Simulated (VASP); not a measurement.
Set up this calculation in VASP 6.6.1, as the native input.

| Property | Result |
| --- | --- |
| Task | single point |
| Functional | PBE |
| Dispersion | D3(BJ) |
| Potentials or basis | VASP PAW PBE potentials, release 64 (As) |
| Cutoff | 520 eV |
| k mesh | 9 × 9 × 1 |
| Occupations | gaussian, width 0.02 eV |
| Spin | no spin polarisation |
| Dipole correction | yes |
| Further INCAR settings | ALGO = Normal; EDIFF = 1e-07; NBANDS = 12 |

The structure of As lies in POSCAR:

```
As
1.0
    3.4060000000      0.0000000000      0.0000000000
   -1.7030000000      2.9496825253      0.0000000000
    0.0000000000      0.0000000000     28.5742413766
As
2
Direct
    0.3333333333      0.6666666667      0.4947680151
    0.6666666667      0.3333333333      0.5052319849
```

The input as run:

INCAR

```
SYSTEM = As
PREC     = Accurate       ! precision mode
ENCUT    = 520            ! plane-wave cutoff, eV
EDIFF    = 1E-7           ! SCF threshold, eV
ISMEAR   = 0              ! smearing method
SIGMA    = 0.02           ! smearing width, eV
LREAL    = .False.        ! projectors in reciprocal space
LASPH    = .True.         ! aspherical terms in the spheres
NELM     = 80             ! most SCF steps
ALGO     = Normal         ! electronic algorithm
ISIF     = 2              ! what is computed and relaxed
LWAVE    = .False.        ! write WAVECAR
LCHARG   = .True.         ! write CHGCAR
LDIPOL   = .True.       
IDIPOL   = 3            
DIPOL    = 0.5 0.5 0.500
GGA      = PE             ! functional
IVDW     = 12             ! dispersion correction
LELF     = .True.         ! ELF
LVHAR    = .True.       
LVACPOTAV= .True.       
NBANDS   = 12             ! bands
```

KPOINTS

```
Automatic mesh
0
Gamma
  9 9 1
  0 0 0
```

Potentials or basis: VASP PAW PBE potentials, release 64 (As).

The run is started by

```bash
$ cat potpaw_PBE.64/As/POTCAR > POTCAR
$ mpirun -np 1 vasp_std > vasp.out
```

Results of the run:

| Item | Value |
| --- | --- |
| Largest force | 4.630 eV/Å |
| Band gap on the k mesh | zero (band 5 reaches -0.88 eV, above the bottom of band 6 at -3.22 eV) |
| Dispersion energy per atom | -0.244 eV |
| Work function of the upper face | 3.21 eV |
| Work function of the lower face | 3.21 eV |

Wall time 2.8 min on 1 thread of Intel(R) Xeon(R) Platinum 8259CL CPU @ 2.50GHz (Skylake/Cascade Lake), with other jobs on the host, peak memory 0.41 GiB.
